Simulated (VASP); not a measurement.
Wanted: the native input for a VASP 6.6.1 run.

```
Task                   : single point
Functional             : LDA
Potentials or basis    : VASP PAW LDA potentials, release 64 (Zr_sv, S)
Cutoff                 : 500 eV
k mesh                 : 5 × 5 × 3
Occupations            : fermi-dirac, width 0.05 eV
Spin                   : no spin polarisation
Dipole correction      : no
Further INCAR settings : ALGO = Normal; EDIFF = 1e-06; NBANDS = 19
```

The structure of ZrS2 lies in POSCAR:

```
ZrS2
1.0
    3.5161462561      0.0000000000      0.0000000000
   -1.7580731281      3.0450719812      0.0000000000
    0.0000000000      0.0000000000      5.3172777343
Zr S
1 2
Direct
    0.0000000000      0.0000000000      0.0000000000
    0.6666666667      0.3333333333      0.7238219167
    0.3333333333      0.6666666667      0.2761780833
```

These files were run (other wordings do the same):

INCAR

```
SYSTEM = ZrS2
PREC = Accurate
ENCUT = 500
EDIFF = 1E-6
ISMEAR = -1
SIGMA = 0.05
LREAL = .False.
LASPH = .True.
NELM = 120
ALGO = Normal
ISIF = 2
LWAVE = .False.
LCHARG = .True.
GGA = CA
LELF = .True.
LVHAR = .True.
NBANDS = 19
GGA_COMPAT = .False.
```

KPOINTS

```
Automatic mesh
0
Gamma
  5 5 3
  0 0 0
```

Potentials or basis: VASP PAW LDA potentials, release 64 (Zr_sv, S).

Launch:

```sh
$ cat potpaw_LDA.64/Zr_sv/POTCAR potpaw_LDA.64/S/POTCAR > POTCAR
$ mpirun -np 1 vasp_std > vasp.out
```

It gave:

* Pressure: 6.1 GPa
* Largest force: 0.016 eV/Å
* Band gap on the k mesh: zero (filled and empty bands overlap)

Caveat: the k points lie up to 0.41 Å⁻¹ apart.

Wall time 14 s on 1 thread of Intel(R) Xeon(R) 6975P-C (Granite Rapids) (shared host), peak memory 0.15 GiB.
